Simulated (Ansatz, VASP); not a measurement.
# Two plane-wave programs on Na6PS3

```
Na P S
1.0
    -3.76838    3.76838    3.76838
     3.76838   -3.76838    3.76838
     3.76838    3.76838   -3.76838
Na P S
6 1 3
Direct
  0.00000 0.26508 0.26508
  0.00000 0.73492 0.73492
  0.26508 0.00000 0.26508
  0.73492 0.00000 0.73492
  0.26508 0.26508 0.00000
  0.73492 0.73492 0.00000
  0.00000 0.00000 0.00000
  0.00000 0.50000 0.50000
  0.50000 0.00000 0.50000
  0.50000 0.50000 0.00000
```

Alike in both runs: task single point; functional PBE; k mesh 4 × 4 × 4; occupations gaussian, width 0.1 eV; no spin polarisation.

|  | VASP | Ansatz |
| --- | --- | --- |
| version | VASP 6.6.1 | Ansatz 0.2.0 |
| potentials or method | VASP PAW PBE potentials, release 64 (Na_pv, P, S), cutoff 520 eV | scalar-relativistic, plane waves, PAW |
| valence electrons in the cell | 65 | 77 |

Ansatz gave:

- gap on the k mesh at the Fermi level (eV): none
- rms of the force components (eV/Å): 2.146

Question: Estimate VASP's values.

Answer: gap on the k mesh at the Fermi level (eV): none; rms of the force components (eV/Å): 2.154.

Atom by atom the forces differ by 0.008 eV/Å (rms over components). A gap of «none» marks a metal or a gap that the smearing closes. The functional is the same, so the differences come from potentials, cutoffs and numerics. VASP's potentials hold 65 valence electrons a cell and Ansatz's 77, so a difference there can come from the potentials and not from the codes.
